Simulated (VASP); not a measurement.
# H4CO in VASP: single point with PBE+D3(BJ)

Aim: the single point of H4CO with PBE+D3(BJ).

Everything below comes from runs of VASP 6.6.1. Logs are shortened: lines on timing, memory, paths and dates and some standing lists are left out, and cuts for length are marked.

## 1. The cell of the first run

The cell holds a disordered packing, 36 atoms: a = 7.380 Å, b = 7.380 Å, c = 7.380 Å, α = 90.00°, β = 90.00°, γ = 90.00°.

## 2. Single point, PBE+D3(BJ)

File INCAR:

```
SYSTEM = H4CO
  PREC = Accurate
  ENCUT = 1000
  EDIFF = 1E-6
  ISMEAR = -1
  SIGMA = 0.05
  LREAL = Auto
  LASPH = .TRUE.
  NELM = 120
  ALGO = Normal
  ISIF = 2
  LWAVE = .FALSE.
  LCHARG = .TRUE.
  GGA = PE
  IVDW = 12
  LELF = .TRUE.
  LVHAR = .TRUE.
  NBANDS = 66
  GGA_COMPAT = .FALSE.
```

File KPOINTS:

```
Automatic mesh
0
G
  1 1 1
  0 0 0
```

File POSCAR:

```
H4CO
1.0
    7.3803230000      0.0000000000      0.0000000000
    0.0000000000      7.3803230000      0.0000000000
    0.0000000000      0.0000000000      7.3803230000
C O H
6 6 24
Direct
    0.9898208556      0.0457686039      0.7577519161
    0.9086214918      0.1738115139      0.3043373625
    0.6124543477      0.7189861710      0.7766069179
    0.5597258351      0.5600140063      0.2552607489
    0.4848469737      0.2139014283      0.8403631839
    0.1317139494      0.6108126081      0.4897323635
    0.9109586540      0.1732596936      0.8778135519
    0.9913249956      0.0080949749      0.2472788327
    0.4409516461      0.8074069768      0.7587729855
    0.4178782999      0.4673561112      0.1627175254
    0.5424982682      0.1075323350      0.9920887718
    0.1954130692      0.4743402182      0.6110258302
    1.1265374323      0.0936185335      0.7230926052
    0.7984650576      0.1227854335      0.9258003472
    1.0007082276     -0.0906117731      0.8184603521
    0.9121864152      0.0360794943      0.6296852467
    0.8837415232      0.2530602010      0.1811739050
    1.0191972016     -0.0612393186      0.3561345002
    0.7771371687      0.1498013533      0.3723385435
    0.9964622001      0.2535586711      0.3947945126
    0.5846238595      0.5764353484      0.8065795319
    0.4610789337      0.9222776118      0.6968529989
    0.6919119537      0.7271977587      0.6504366212
    0.6930003793      0.7764932427      0.8885484635
    0.5439680780      0.7049709675      0.2246859333
    0.4372926944      0.3377409916      0.1784860644
    0.5509591008      0.5415561147      0.4032073182
    0.6951054818      0.5173731531      0.2083016347
    0.5508174238      0.3458681975      0.8535503656
    0.4809984695     -0.0092148813      0.9815453350
    0.5295161695      0.1569046020      0.7088703419
    0.3377037486      0.2341933412      0.8392234836
    0.1484858430      0.5576649167      0.3519250009
    0.1873127256      0.5216329921      0.7335480684
   -0.0130806054      0.6427124469      0.5128259727
    0.2126390314      0.7361547603      0.5017801633
```

Potentials or basis: VASP PAW PBE potentials, release 64 (C_h, O_h, H_h).

Launch:

```sh
$ cat potpaw_PBE.64/C_h/POTCAR potpaw_PBE.64/O_h/POTCAR potpaw_PBE.64/H_h/POTCAR > POTCAR
$ mpirun -np 1 vasp_gam > vasp.out
```

OUTCAR:

```text
SYSTEM = H4CO
   PREC = Accurate
   ENCUT = 1000
   EDIFF = 1E-6
   ISMEAR = -1
   LREAL = Auto
   LASPH = .TRUE.
   NELM = 120
   ISIF = 2
   GGA = PE
   IVDW = 12
 IVDW          = 12

 ion  position               nearest neighbor table
   1  0.990  0.046  0.758-  13 1.10  15 1.10  16 1.11   7 1.42
   2  0.909  0.174  0.304-  17 1.10  20 1.10  19 1.11   8 1.43
   3  0.612  0.719  0.777-  21 1.09  23 1.10  24 1.10   9 1.43
   4  0.560  0.560  0.255-  25 1.10  27 1.10  28 1.10  10 1.42
   5  0.485  0.214  0.840-  29 1.09  32 1.10  31 1.11  11 1.43
   6  0.132  0.611  0.490-  33 1.10  36 1.10  35 1.11  12 1.43
   7  0.911  0.173  0.878-  14 0.98   1 1.42
   8  0.991  0.008  0.247-  18 0.97   2 1.43
   9  0.441  0.807  0.759-  22 0.97   3 1.43
  10  0.418  0.467  0.163-  26 0.97   4 1.42
  11  0.542  0.108  0.992-  30 0.98   5 1.43
  12  0.195  0.474  0.611-  34 0.97   6 1.43
  13  0.127  0.094  0.723-   1 1.10
  14  0.798  0.123  0.926-   7 0.98
  15  0.001  0.909  0.818-   1 1.10
  16  0.912  0.036  0.630-   1 1.11
  17  0.884  0.253  0.181-   2 1.10
[... 17 lines left out ...]
  35  0.987  0.643  0.513-   6 1.11
  36  0.213  0.736  0.502-   6 1.10

  LATTYP: Found a simple cubic cell.
 ALAT       =     7.3803230000

  Lattice vectors:

 A1 = (   7.3803230000,   0.0000000000,   0.0000000000)
 A2 = (   0.0000000000,   7.3803230000,   0.0000000000)
 A3 = (   0.0000000000,   0.0000000000,   7.3803230000)

Analysis of symmetry for initial positions (statically):
=====================================================================
 Subroutine PRICEL returns:
 Original cell was already a primitive cell.

 Routine SETGRP: Setting up the symmetry group for a
 simple cubic supercell.

 Subroutine GETGRP returns: Found  1 space group operations
 (whereof  1 operations were pure point group operations)
 out of a pool of 48 trial point group operations.

The static configuration has the point symmetry C_1 .

Analysis of symmetry for dynamics (positions and initial velocities):
=====================================================================
 Subroutine PRICEL returns:
 Original cell was already a primitive cell.

 Routine SETGRP: Setting up the symmetry group for a
 simple cubic supercell.

 Subroutine GETGRP returns: Found  1 space group operations
 (whereof  1 operations were pure point group operations)
 out of a pool of 48 trial point group operations.

[... 147 lines left out ...]
   NSW    =      0    number of steps for IOM
   IBRION =     -1    ionic relax: 0-MD 1-quasi-New 2-CG
   NFREE  =      0    steps in history (QN), initial steepest desc. (CG)
   ISIF   =      2    stress and relaxation
   ISYM   =      2    0-nonsym 1-usesym 2-fastsym
   POTIM  = 0.5000    time-step for ionic-motion
   TEBEG  =    0.0;   TEEND  =   0.0 temperature during run
   PSTRESS=    0.0 pullay stress
   NELECT =      84.0000    total number of electrons
   NUPDOWN=      -1.0000    fix difference up-down
   EMIN   =  10.00;   EMAX   =-10.00  energy-range for DOS
   EFERMI =   0.00;   METHOD = LEGACY
   ISMEAR =    -1;   SIGMA  =   0.05  broadening in eV -4-tet -1-fermi 0-gaus
   EFERMI_NEDOS =   21; number of points for ismear=-14 and -15
   IALGO  =     38    algorithm
   IMIX   =      4    mixing-type and parameters
     AMIX     =   0.40;   BMIX     =  1.00
     AMIX_MAG =   1.60;   BMIX_MAG =  1.00
  volume/ion in A,a.u.               =      11.17        75.36
  Fermi-wavevector in a.u.,A,eV,Ry     =   0.971462  1.835797 12.840345  0.943739
  Thomas-Fermi vector in A             =   2.101681
   LORBIT       =      0    0 simple, 1 ext, 2 COOP (PROOUT), +10 PAW based schemes
   GGA     = PE    functional components
   LHFCALC =     F    Hartree Fock is set to
   AEXX    =    0.0000 exact exchange contribution
   IVDW    =    12    specifies the selected vdW correction
   LEPSILON=     F    determine dielectric tensor
   LRPA    =     F    only Hartree local field effects (RPA)
 non-spin polarized calculation
  energy-cutoff  :     1000.00
  volume of cell :      402.00
 maximum number of plane-waves:     14444
 NGX is ok and might be reduce to    80
   NGX = 39   NGY = 39   NGZ = 39

 number of electron      84.0000002 magnetization

 Free energy of the ion-electron system (eV)
  ---------------------------------------------------
  ext. energy  EPLUGINS =         0.00000000
  ---------------------------------------------------
  free energy    TOTEN  =      -182.30119701 eV

  energy without entropy =     -182.30119701  energy(sigma->0) =     -182.30119701

 E-fermi :  -1.6344     XC(G=0):  -6.3729

 val. band max:       -2.8674349157   @ k =   0.0000   0.0000   0.0000
 cond. band min:       1.7435539406   @ k =   0.0000   0.0000   0.0000
 fundamental gap:      4.6109888564
 Fermi energy:        -1.6344463407

 k-point     1 :       0.0000    0.0000    0.0000
  band No.  band energies     occupation
      1     -23.0105      2.00000
      2     -22.6978      2.00000
      3     -22.1716      2.00000
      4     -22.1349      2.00000
      5     -22.0539      2.00000
      6     -21.9094      2.00000
[... 46 lines left out ...]
     53       5.1830      0.00000
     54       5.2360      0.00000
 [bands above 54 left out]

------------------------ aborting loop because EDIFF is reached ----------------------------------------

 Edisp (eV)   -1.23079

 E8    (eV) :    -0.2668

  FORCE on cell =-STRESS in cart. coord.  units (eV):
  Direction    XX          YY          ZZ          XY          YZ          ZX
  --------------------------------------------------------------------------------------
  -------------------------------------------------------------------------------------
  Total      -0.63540     0.24659    -0.31242     0.21816     0.30338     0.47152
  in kB      -2.53240     0.98278    -1.24517     0.86949     1.20913     1.87926
  external pressure =       -0.93 kB  Pullay stress =        0.00 kB

 VOLUME and BASIS-vectors are now :
 -----------------------------------------------------------------------------
  energy-cutoff  :     1000.00
  volume of cell :      402.00
      direct lattice vectors                 reciprocal lattice vectors
     7.380323000  0.000000000  0.000000000     0.135495425  0.000000000  0.000000000
     0.000000000  7.380323000  0.000000000     0.000000000  0.135495425  0.000000000
     0.000000000  0.000000000  7.380323000     0.000000000  0.000000000  0.135495425

 POSITION                                       TOTAL-FORCE (eV/Angst)
 -----------------------------------------------------------------------------------
      7.30520      0.33779      5.59245        -0.064582     -0.039428      0.100581
      6.70592      1.28279      2.24611        -0.067716      0.085642     -0.014400
      4.52011      5.30635      5.73161         0.135564      0.025190     -0.053324
      4.13096      4.13308      1.88391         0.013200      0.040626      0.016165
      3.57833      1.57866      6.20215        -0.028275      0.122685     -0.073119
      0.97209      4.50799      3.61438        -0.001050     -0.002153     -0.005588
[... 28 lines left out ...]
      7.28378      4.74343      3.78482         0.061557     -0.024929     -0.020701
      1.56934      5.43306      3.70330        -0.040381     -0.026999      0.019495
 -----------------------------------------------------------------------------------
    total drift:                               -0.001161      0.002673     -0.001021

  FREE ENERGIE OF THE ION-ELECTRON SYSTEM (eV)
  ---------------------------------------------------
  free  energy   TOTEN  =      -183.5319852952 eV

  energy  without entropy=     -183.5319852951  energy(sigma->0) =     -183.53198530
```

Wall time 4.7 min (1 thread of AMD EPYC 7R43 (Zen 3), shared host); peak memory 0.84 GiB.

What came out:

```yaml
Free_energy: -183.5320 eV
Pressure: -0.1 GPa
Largest_force: 0.263 eV/Å
Band_gap_on_the_k_mesh: 4.61 eV
Dispersion_energy_per_atom: -0.034 eV
```

Forces in eV/Å, atoms in the order of the input:
```
C   -0.065 -0.039  0.101
C   -0.068  0.086 -0.014
C    0.136  0.025 -0.053
C    0.013  0.041  0.016
C   -0.028  0.123 -0.073
C   -0.001 -0.002 -0.006
O    0.185  0.067 -0.175
O    0.023 -0.089  0.147
O   -0.031  0.148  0.053
O    0.000 -0.046  0.003
O    0.040  0.008 -0.024
O   -0.016  0.000 -0.042
H   -0.136 -0.017  0.034
H   -0.066 -0.087  0.076
H    0.035  0.084 -0.006
H   -0.007 -0.033 -0.006
H    0.061 -0.055  0.028
H   -0.013  0.072 -0.138
H    0.039  0.019 -0.010
H    0.001 -0.072  0.047
H   -0.005  0.051  0.011
H   -0.056 -0.122  0.001
H   -0.027 -0.045  0.059
H    0.008 -0.025 -0.039
H    0.004 -0.020  0.034
H    0.006  0.010 -0.070
H   -0.003 -0.017 -0.012
H   -0.020  0.018  0.016
H   -0.016 -0.040 -0.013
H   -0.032 -0.050 -0.012
H   -0.003  0.008  0.035
H    0.008 -0.005 -0.001
H   -0.010  0.020  0.046
H    0.023  0.036 -0.012
H    0.062 -0.025 -0.021
H   -0.040 -0.027  0.019
```

Caveat: the k points lie up to 0.85 Å⁻¹ apart.
